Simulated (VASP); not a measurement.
The system is HfO2.

```
Hf O
1.0
     0.00000    2.54876    2.54876
     2.54876    0.00000    2.54876
     2.54876    2.54876    0.00000
Hf O
1 2
Direct
  0.00000 0.00000 0.00000
  0.75000 0.75000 0.75000
  0.25000 0.25000 0.25000
```

```yaml
Program: VASP 6.6.1
Task: relaxation of cell and atoms
Functional: r2SCAN
Potentials_or_basis: VASP PAW PBE potentials, release 64 (Hf_pv, O)
Cutoff: 600 eV
k_mesh: 8 × 8 × 8
Occupations: fermi-dirac, width 0.02 eV
Spin: no spin polarisation
```

At the start: pressure -10.0 GPa; volume 11.04 Å³/atom.

Q: Where does the relaxation end?

A: Over 4 steps the energy falls by 13.5 meV/atom and the volume is 10.62 Å³/atom (-3.8 %); space group Fm-3m (No. 225, to 0.1 Å) before and after.

The path:
```tsv
step	energy change (eV)	largest force (eV/Å)	pressure (GPa)	volume (Å³)
1	0.0000	0.0000	-9.99	33.11
2	0.0719	0.0000	19.85	29.92
3	-0.0405	0.0000	-0.23	31.87
4	-0.0405	0.0000	-0.01	31.85
```

Final structure:
```xyz
3
Lattice="0.0000 2.5158 2.5158 2.5158 0.0000 2.5158 2.5158 2.5158 0.0000" Properties=species:S:1:pos:R:3 pbc="T T T"
Hf    5.0316    2.5158    2.5158
O     3.7737    3.7737    3.7737
O     1.2579    1.2579    1.2579
```

Caveat: the PAW data sets were made with another functional, which shifts forces and pressure a little.
